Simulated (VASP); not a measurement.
# Si (Imma) in VASP: G0W0 quasiparticle levels with PBEsol

Aim: the G0W0 quasiparticle levels of Si with PBEsol.

Program: VASP 6.6.1. These are calculated values, not measurements. Logs are shortened: lines on timing, memory, paths and dates and some standing lists are left out, and cuts for length are marked.

### Step 1. The cell of the first run

Symmetry: Imma, No. 74, orthorhombic system. Conventional cell: a = 3.822 Å, b = 3.880 Å, c = 5.488 Å, α = 90.00°, β = 90.00°, γ = 90.00°. Si (site symmetry mm2) has 4 Si at 2.36 to 2.37 Å within 3.1 Å.

### Step 2. G0W0 quasiparticle levels, PBEsol

POSCAR

```
Si
1.0
   -0.0205219004      2.7233769502      2.7438988507
    2.7233769502     -0.0205219004      2.7438988507
    2.7028550498      2.7028550498      0.0000000000
Si
2
Direct
   -0.0009548733     -0.0009548733      0.0009548733
    0.2509548733      0.2509548733      0.2490451267
```

INCAR.step1

```
SYSTEM = Si
PREC = Accurate
ENCUT = 500
EDIFF = 1E-8
ISMEAR = 0
SIGMA = 0.01
LREAL = .False.
LASPH = .True.
NELM = 80
ALGO = Normal
LWAVE = .True.
LCHARG = .False.
GGA = PS
```

INCAR.step2

```
SYSTEM = Si
PREC = Accurate
ENCUT = 500
EDIFF = 1E-8
ISMEAR = 0
SIGMA = 0.01
LREAL = .False.
LASPH = .True.
NELM = 1
ALGO = Exact
LWAVE = .True.
LCHARG = .False.
GGA = PS
NBANDS = 227
LOPTICS = .True.
ISTART = 1
```

INCAR.step3

```
SYSTEM = Si
PREC = Accurate
ENCUT = 500
EDIFF = 1E-8
ISMEAR = 0
SIGMA = 0.01
LREAL = .False.
LASPH = .True.
ALGO = EVGW0
LWAVE = .False.
LCHARG = .False.
GGA = PS
NELMGW = 1
NBANDS = 227
ENCUTGW = 180.0
NOMEGA = 96
PRECFOCK = Fast
ISTART = 1
NBANDSGW = 12
OMEGAMAX = 20
```

KPOINTS

```
Automatic mesh
0
Gamma
  4 4 4
  0 0 0
```

Potentials or basis: VASP PAW PBE potentials, release 64 (Si_GW).

Command:

```sh
$ cat potpaw_PBE.64/Si_GW/POTCAR > POTCAR
$ cp INCAR.step1 INCAR
$ mpirun -np 1 vasp_std > vasp.out
$ cp INCAR.step2 INCAR
$ mpirun -np 1 vasp_std > vasp.out
$ cp INCAR.step3 INCAR
$ mpirun -np 1 vasp_std > vasp.out
```

OUTCAR:

```text
SYSTEM = Si
   PREC = Accurate
   ENCUT = 500
   EDIFF = 1E-8
   ISMEAR = 0
   LREAL = .False.
   LASPH = .True.
   GGA = PS
   NELMGW = 1
   ENCUTGW = 180.0
   PRECFOCK = Fast
   ISTART = 1

 ion  position               nearest neighbor table
   1  0.999  0.999  0.001-   2 2.36   2 2.36   2 2.37   2 2.37
   2  0.251  0.251  0.249-   1 2.36   1 2.36   1 2.37   1 2.37

  LATTYP: Found a body centered orthorhombic cell.
 ALAT       =     3.8224142686
 B/A-ratio  =     1.0151853503
 C/A-ratio  =     1.4356888908

  Lattice vectors:

 A1 = (   0.0205219004,  -2.7233769502,  -2.7438988507)
 A2 = (  -0.0205219004,   2.7233769502,  -2.7438988507)
 A3 = (   2.7233769502,  -0.0205219004,   2.7438988507)

Analysis of symmetry for initial positions (statically):
=====================================================================
 Subroutine PRICEL returns:
 Original cell was already a primitive cell.

 Routine SETGRP: Setting up the symmetry group for a
 body centered orthorhombic supercell.

 Subroutine GETGRP returns: Found  8 space group operations
 (whereof  4 operations were pure point group operations)
 out of a pool of  8 trial point group operations.

The static configuration has the point symmetry C_2v.
 The point group associated with its full space group is D_2h.

Analysis of symmetry for dynamics (positions and initial velocities):
=====================================================================
 Subroutine PRICEL returns:
 Original cell was already a primitive cell.

 Routine SETGRP: Setting up the symmetry group for a
 body centered orthorhombic supercell.

 Subroutine GETGRP returns: Found  8 space group operations
 (whereof  4 operations were pure point group operations)
 out of a pool of  8 trial point group operations.

The dynamic configuration has the point symmetry C_2v.
 The point group associated with its full space group is D_2h.

 Subroutine INISYM returns: Found  8 space group operations
 (whereof  4 operations are pure point group operations),
 and found     1 'primitive' translations

----------------------------------------------------------------------------------------

                                     Primitive cell

  volume of cell :      40.6995

  direct lattice vectors                    reciprocal lattice vectors
    -0.020521900  2.723376950  2.743898851    -0.182222461  0.182222461  0.182222461
     2.723376950 -0.020521900  2.743898851     0.182222461 -0.182222461  0.182222461
     2.702855050  2.702855050  0.000000000     0.184989572  0.184989572 -0.182222461

  length of vectors
     3.866029496  3.866029496  3.822414269     0.315618560  0.315618560  0.318821751

  position of ions in fractional coordinates (direct lattice)
     0.999045127  0.999045127  0.000954873
     0.250954873  0.250954873  0.249045127

  ion indices of the primitive-cell ions
   primitive index   ion index
                 1           1
                 2           2

----------------------------------------------------------------------------------------

 KPOINTS: Automatic mesh

Automatic generation of k-mesh.
 Grid dimensions read from file:
 generate k-points for:    4    4    4

 Generating k-lattice:

  Cartesian coordinates                     Fractional coordinates (reciprocal lattice)
    -0.045555615  0.045555615  0.045555615     0.250000000  0.000000000  0.000000000
     0.045555615 -0.045555615  0.045555615     0.000000000  0.250000000  0.000000000
     0.046247393  0.046247393 -0.045555615     0.000000000  0.000000000  0.250000000

  Length of vectors
     0.078904640  0.078904640  0.079705438

  Shift w.r.t. Gamma in fractional coordinates (k-lattice)
     0.000000000  0.000000000  0.000000000

 Subroutine IBZKPT returns following result:
 ===========================================

 Found     18 irreducible k-points:

 Following reciprocal coordinates:
            Coordinates               Weight
  0.000000  0.000000  0.000000      1.000000
  0.250000  0.000000  0.000000      4.000000
  0.500000  0.000000  0.000000      2.000000
  0.250000  0.250000  0.000000      2.000000
  0.500000  0.250000  0.000000      4.000000
 -0.250000  0.250000  0.000000      2.000000
[... 10 lines left out ...]
  0.250000  0.250000  0.500000      2.000000
 -0.250000  0.250000  0.500000      2.000000
   k-points           NKPTS =     18   k-points in BZ     NKDIM =     64   number of bands    NBANDS=    227
   number of dos      NEDOS =    301   number of ions     NIONS =      2
   total plane-waves  NPLWV =  21952
   dimension x,y,z NGX =    28 NGY =   28 NGZ =   28
   dimension x,y,z NGXF=    56 NGYF=   56 NGZF=   56
   ions per type =               2
   NGX,Y,Z   is equivalent  to a cutoff of  12.04, 12.04, 12.18 a.u.
   NGXF,Y,Z  is equivalent  to a cutoff of  24.08, 24.08, 24.36 a.u.
 SYSTEM =  Si
   PREC   = accura    normal or accurate (medium, high low for compatibility)
   ISTART =      1    job   : 0-new  1-cont  2-samecut
   ICHARG =      0    charge: 1-file 2-atom 10-const
   ISPIN  =      1    spin polarized calculation?
   LNONCOLLINEAR =      F non collinear calculations
   LSORBIT =      F    spin-orbit coupling
   LASPH  =      T    aspherical Exc in radial PAW
   ENCUT  =  500.0 eV  36.75 Ry    6.06 a.u.   7.05  7.05  6.97*2*pi/ulx,y,z
   NELM   =     60;   NELMIN=  2; NELMDL=  0     # of ELM steps
   EDIFF  = 0.1E-07   stopping-criterion for ELM
   LREAL  =      F    real-space projection
   EDIFFG = 0.1E-06   stopping-criterion for IOM
   NSW    =      0    number of steps for IOM
   IBRION =     -1    ionic relax: 0-MD 1-quasi-New 2-CG
   NFREE  =      0    steps in history (QN), initial steepest desc. (CG)
   ISIF   =      0    stress and relaxation
   ISYM   =      3    0-nonsym 1-usesym 2-fastsym
   POTIM  = 0.5000    time-step for ionic-motion
   TEBEG  =    0.0;   TEEND  =   0.0 temperature during run
   PSTRESS=    0.0 pullay stress
   NELECT =       8.0000    total number of electrons
   NUPDOWN=      -1.0000    fix difference up-down
   EMIN   =  10.00;   EMAX   =-10.00  energy-range for DOS
   EFERMI =   0.00;   METHOD = LEGACY
   ISMEAR =     0;   SIGMA  =   0.01  broadening in eV -4-tet -1-fermi 0-gaus
   EFERMI_NEDOS =   21; number of points for ismear=-14 and -15
   IALGO  =     38    algorithm
   IMIX   =      4    mixing-type and parameters
     AMIX     =   0.40;   BMIX     =  1.00
     AMIX_MAG =   1.60;   BMIX_MAG =  1.00
  volume/ion in A,a.u.               =      20.35       137.33
  Fermi-wavevector in a.u.,A,eV,Ry     =   0.951865  1.798763 12.327507  0.906046
  Thomas-Fermi vector in A             =   2.080374
   LORBIT       =      0    0 simple, 1 ext, 2 COOP (PROOUT), +10 PAW based schemes
   GGA     = PS    functional components
   LHFCALC =     T    Hartree Fock is set to
   PRECFOCK=fast      Normal, Fast or Accurate (Low or Medium for compatibility)
   ENCUT4O =  -1.0   cutoff for four orbital integrals eV
   NKREDX  =     1    reduce k-point grid by
   NKREDY  =     1    reduce k-point grid by
   NKREDZ  =     1    reduce k-point grid by
   AEXX    =    1.0000 exact exchange contribution
   HFSCREEN=    0.0000 screening length (either q_TF or 0.3 A-1)
   HFSCREENC=   0.0000 screening length for correlation (either q_TF or 0.3 A-1)
   ENCUTFOCK=  -1.0 apply spherical cutoff to Coloumb kernel
   IVDW    =     0    specifies the selected vdW correction
   LEPSILON=     F    determine dielectric tensor
   LRPA    =     F    only Hartree local field effects (RPA)
   LRPAFORCE           =     F    calculate RPA forces
   ENCUTGW             = 180.0    cutoff for response function in eV
   ENCUTGWSOFT         = 144.0    soft cutoff for Coulomb kernel in GW response function in eV
   ENCUTLF             =  -1.0    cutoff for local field effects
   NELMGW              =     1    number of iterations in solving QP/BSE equation
   NELMHF              =     1    number of iterations in the inner HF iteration
   NKREDLFX            =     1    NKREDLFY  =   1   NKREDLFZ  =   1
 non-spin polarized calculation
 Gauss-broadening in eV      SIGMA  =   0.01
  energy-cutoff  :      500.00
  volume of cell :       40.70
 maximum number of plane-waves:      1048
  NGX = 16; NGY = 16; NGZ = 16
   NGX = 15   NGY = 15   NGZ = 13
 maximum number of plane-waves:       235

 QP shifts <psi_nk| G(iteration)W_0 |psi_nk>: iteration 1
 for sc-GW calculations column KS-energies equals QP-energies in previous step
 and V_xc(KS)=  KS-energies - (<T + V_ion + V_H > + <T+V_H+V_ion>^1  + <V_x>^1)

 k-point   1 :       0.0000    0.0000    0.0000
  band No.  KS-energies  QP-energies   sigma(KS)   V_xc(KS)     V^pw_x(r,r')   Z            occupation Imag(sigma)

      1      -6.5799      -7.0393     -11.0974     -10.4376     -17.4000       0.6962       2.0000       1.1370
      2       5.2586       4.6824     -12.0834     -11.3244     -12.9017       0.7593       2.0000       0.0149
      3       5.2722       4.6938     -12.1236     -11.3626     -12.9471       0.7602       2.0000       0.0153
      4       5.3972       4.8193     -12.1396     -11.3779     -12.9435       0.7587       2.0000       0.0149
      5       7.7098       7.8123      -9.9722     -10.1073      -5.5733       0.7590       0.0000      -0.0741
      6       7.7858       7.8899     -10.0193     -10.1566      -5.5821       0.7579       0.0000      -0.0755
      7       7.8805       7.9821      -9.9949     -10.1290      -5.5411       0.7570       0.0000      -0.0768
      8       8.4760       8.6618     -10.7703     -11.0196      -5.8438       0.7451       0.0000      -0.0932
      9      12.8983      13.0430      -9.8109     -10.0015      -4.1732       0.7595       0.0000      -0.2125
     10      12.9410      12.8627      -8.0928      -7.9928      -2.6085       0.7828       0.0000      -0.2787
     11      13.0378      13.1809      -9.8217     -10.0119      -4.1498       0.7524       0.0000      -0.2202
     12      16.1816      16.0777      -8.5899      -8.4506      -2.2378       0.7462       0.0000      -0.5673

 k-point   2 :       0.2500    0.0000    0.0000
  band No.  KS-energies  QP-energies   sigma(KS)   V_xc(KS)     V^pw_x(r,r')   Z            occupation Imag(sigma)
[... 257 lines left out ...]
      1      -2.3002      -2.7893     -11.6641     -10.9539     -15.9950       0.6887       2.0000       0.4463
      2      -2.3002      -2.7893     -11.6641     -10.9539     -15.9950       0.6887       2.0000       0.4463
      3       1.4573       0.9092     -10.7793     -10.0296     -12.8207       0.7311       2.0000       0.0707
      4       1.4573       0.9092     -10.7793     -10.0296     -12.8207       0.7311       2.0000       0.0707
      5       9.4115       9.4161      -9.6297      -9.6357      -4.8782       0.7562       0.0000      -0.1028
      6       9.4115       9.4161      -9.6297      -9.6357      -4.8782       0.7562       0.0000      -0.1028
      7      10.1134      10.2272      -9.9853     -10.1383      -4.6805       0.7436       0.0000      -0.1464
      8      10.1134      10.2272      -9.9853     -10.1383      -4.6805       0.7436       0.0000      -0.1464
      9      15.8032      15.8437     -10.6558     -10.7120      -3.8511       0.7221       0.0000      -0.5358
     10      15.8032      15.8437     -10.6558     -10.7120      -3.8511       0.7221       0.0000      -0.5358
     11      18.2560      18.3175     -10.3776     -10.4612      -3.3626       0.7360       0.0000      -0.7253
     12      18.2560      18.3175     -10.3776     -10.4612      -3.3626       0.7360       0.0000      -0.7253
```

Run time: 6.5 min. Hardware: 1 thread of Intel Xeon Platinum 8559C (Emerald Rapids), shared host; peak memory 0.59 GiB.

What came out:

```
Quasiparticle gap                                   : 1.05 eV
Least direct quasiparticle gap                      : 2.99 eV
Band gap of the starting levels on the mesh         : 0.44 eV
Least direct gap of the starting levels on the mesh : 2.31 eV
```

Caveat: the k points lie up to 0.50 Å⁻¹ apart; bands, screening cutoff and mesh are small and nothing is extrapolated, so the quasiparticle values aren't converged.
